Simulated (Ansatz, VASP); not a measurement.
## Two plane-wave programs on Mo

```
Mo
1.0
     2.77084    0.00000    0.00000
    -1.38542    2.39962    0.00000
     0.00000    0.00000    4.91793
Mo
2
Cartesian
  0.0000 1.5997 1.2295
  1.3854 0.7999 3.6884
```

Alike in both runs: functional RPBE; k mesh 13 × 13 × 7; occupations fermi-dirac, width 0.1 eV; no spin polarisation.

Ansatz relaxed the structure, and its values are those at the end. VASP's run is a single point on that final structure, the one shown.

|  | VASP | Ansatz |
| --- | --- | --- |
| version | VASP 6.6.1 | Ansatz 0.2.0 |
| potentials or method | VASP PAW PBE potentials, release 64 (Mo_sv), cutoff 520 eV | plane waves (420 eV) with PAW, scalar-relativistic |
| valence electrons in the cell | 28 | 28 |

VASP gave:

- pressure (GPa): 0.5

What did Ansatz give for the same quantities?

Pressure (GPa): 0.0.

VASP's potentials were made for PBE, not for RPBE.
